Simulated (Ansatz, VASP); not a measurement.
**One calculation of SnO2, two programs**

```
CELL_PARAMETERS angstrom
4.73800 0.00000 0.00000
0.00000 4.73800 0.00000
0.00000 0.00000 3.18650
ATOMIC_POSITIONS crystal
Sn 0.00000 0.00000 0.00000
Sn 0.50000 0.50000 0.50000
O 0.30710 0.30710 0.00000
O 0.19290 0.80710 0.50000
O 0.69290 0.69290 0.00000
O 0.80710 0.19290 0.50000
```

Alike in both runs: task electric field gradients; functional PBE; k mesh 7 × 7 × 9; occupations fermi-dirac, width 0.02 eV; no spin polarisation.

|  | VASP | Ansatz |
| --- | --- | --- |
| version | VASP 6.6.1 | Ansatz 0.2.0 |
| potentials or method | VASP PAW PBE potentials, release 64 (Sn_d, O) | plane-wave PAW, scalar-relativistic |
| plane-wave cutoff (eV) | 520 | 420 |
| valence electrons in the cell | 52 | 52 |

```tsv
	VASP	Ansatz	Ansatz less VASP
gap on the k mesh at the Fermi level (eV)	1.27	1.28	+0.010
pressure (GPa)	11.8	11.1	-0.72
traceless stress, the component that is largest in VASP (GPa)	2.20	1.97	-0.233
rms of the force components (eV/Å)	0.139	0.130	-0.0090
size of Vzz on the site where it differs most (V/Å²)	59.9	56.2	-3.75
```

Atom by atom the forces differ by 0.009 eV/Å (rms over components). With one functional, cell and mesh, what is left measures potentials, basis and numerics.
